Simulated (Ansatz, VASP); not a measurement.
One calculation of Al2O3, two programs

```xyz
10
Lattice="1.3241 -4.4241 0.0000 1.3241 4.4241 0.0000 0.0000 0.0000 6.9770" Properties=species:S:1:pos:R:3 pbc="T T T"
Al    0.0000    0.0000    3.4885
Al    1.3241    2.2512    5.2327
Al    1.3241   -2.2512    1.7442
Al    0.0000    0.0000    0.0000
O     1.3241   -1.1888    6.4316
O     1.3241   -3.4776    5.2327
O     1.3241    1.1888    0.5453
O     1.3241    1.1888    2.9431
O     1.3241    3.4776    1.7442
O     1.3241   -1.1888    4.0338
```

Alike in both runs: task single point; functional r2SCAN; k mesh 8 × 8 × 4; occupations gaussian, width 0.05 eV; no spin polarisation.

|  | VASP | Ansatz |
| --- | --- | --- |
| version | VASP 6.6.1 | Ansatz 0.2.0 |
| potentials or method | VASP PAW PBE potentials, release 64 (Al, O), cutoff 520 eV | scalar-relativistic, plane waves, PAW |
| valence electrons in the cell | 48 | 48 |

|  | VASP | Ansatz | Ansatz less VASP |
| --- | --- | --- | --- |
| gap on the k mesh at the Fermi level (eV) | 5.59 | 5.58 | -0.005 |
| least direct gap on the mesh (eV) | 5.59 | 5.58 | -0.005 |
| pressure (GPa) | -0.6 | 0.0 | +0.55 |
| traceless stress, the component that is largest in VASP (GPa) | -0.30 | 0.00 | +0.298 |
| rms of the force components (eV/Å) | 0.017 | 0.000 | -0.0163 |

VASP's potentials were made for PBE, not for r2SCAN. Atom by atom the forces differ by 0.016 eV/Å (rms over components).
